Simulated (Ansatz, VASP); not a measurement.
One calculation of Si7Ge, two programs

The input POSCAR:

```
Si7Ge
1.0
    5.4653950700      0.0000000000      0.0000000000
    0.0000000000      5.4653950700      0.0000000000
    0.0000000000      0.0000000000      5.4653950700
Si Ge
7 1
Direct
    0.2580248730      0.2622000570      0.2258101214
    0.0011266621      0.4889102031      0.5038533157
    0.5123147460      0.5237873550     -0.0006367324
    0.5139505105     -0.0017819069      0.4835519142
    0.7674874321      0.2737354546      0.7445569737
    0.7274231077      0.7374655631      0.2461433072
    0.2355172158      0.7255330309      0.7647401720
   -0.0158445473     -0.0098497568      0.0319809283
```

INCAR.step1

```
SYSTEM = Si7Ge
ALGO = Normal
EDIFF = 1E-4
ENCUT = 520
GGA = PE
ISMEAR = 0
LASPH = .TRUE.
LCHARG = .FALSE.
LREAL = .FALSE.
LWAVE = .TRUE.
NBANDS = 31
NELM = 60
PREC = Accurate
SIGMA = 0.05
```

Contents of INCAR.step2:

```
SYSTEM = Si7Ge
ALGO = Normal
EDIFF = 1E-6
ENCUT = 520
ISIF = 2
ISMEAR = 0
ISTART = 1
LASPH = .TRUE.
LCHARG = .FALSE.
LMIXTAU = .TRUE.
LREAL = .FALSE.
LWAVE = .FALSE.
METAGGA = R2SCAN
NBANDS = 31
NELM = 60
PREC = Accurate
SIGMA = 0.05
```

The input KPOINTS:

```
k-points
0
G
  6 6 6
  0 0 0
```

Input for Ansatz:

```yaml
crystal:
  lattice:
    - [5.46539507, 0.0, 0.0]
    - [0.0, 5.46539507, 0.0]
    - [0.0, 0.0, 5.46539507]
  atoms:
    - { symbol: Si, position: [0.258024873, 0.262200057, 0.2258101214] }
    - { symbol: Si, position: [0.0011266621, 0.4889102031, 0.5038533157] }
    - { symbol: Si, position: [0.512314746, 0.523787355, -0.0006367324] }
    - { symbol: Si, position: [0.5139505105, -0.0017819069, 0.4835519142] }
    - { symbol: Si, position: [0.7674874321, 0.2737354546, 0.7445569737] }
    - { symbol: Si, position: [0.7274231077, 0.7374655631, 0.2461433072] }
    - { symbol: Si, position: [0.2355172158, 0.7255330309, 0.764740172] }
    - { symbol: Ge, position: [-0.0158445473, -0.0098497568, 0.0319809283] }
basis:
  ecutwfc: 500
kpoints:
  mp_grid: { grid: [6, 6, 6] }
hamiltonian:
  xc: r2scan
scf:
  occupations: { method: gaussian, width: 0.05 }
output:
  forces: true
  stress: true
  eigenvalues: true
```

Change from the starting cell: all atoms moved at random (sigma 0.1 Å a component).

Alike in both runs: task single point; functional r2SCAN; k mesh 6 × 6 × 6; occupations gaussian, width 0.05 eV; no spin polarisation.

|  | VASP | Ansatz |
| --- | --- | --- |
| version | VASP 6.6.1 | Ansatz 0.2.0 |
| potentials or method | VASP PAW PBE potentials, release 64 (Si, Ge_d), cutoff 520 eV | scalar-relativistic, plane waves, PAW |
| valence electrons in the cell | 42 | 42 |

|  | VASP | Ansatz | Ansatz less VASP |
| --- | --- | --- | --- |
| gap on the k mesh at the Fermi level (eV) | 0.12 | 0.12 | -0.005 |
| least direct gap on the mesh (eV) | 0.12 | 0.12 | -0.005 |
| pressure (GPa) | 2.0 | 2.2 | +0.19 |
| traceless stress, the component that is largest in VASP (GPa) | 2.98 | 2.99 | +0.007 |
| rms of the force components (eV/Å) | 1.538 | 1.543 | +0.0048 |

VASP's potentials were made for PBE, not for r2SCAN. Atom by atom the forces differ by 0.009 eV/Å (rms over components).
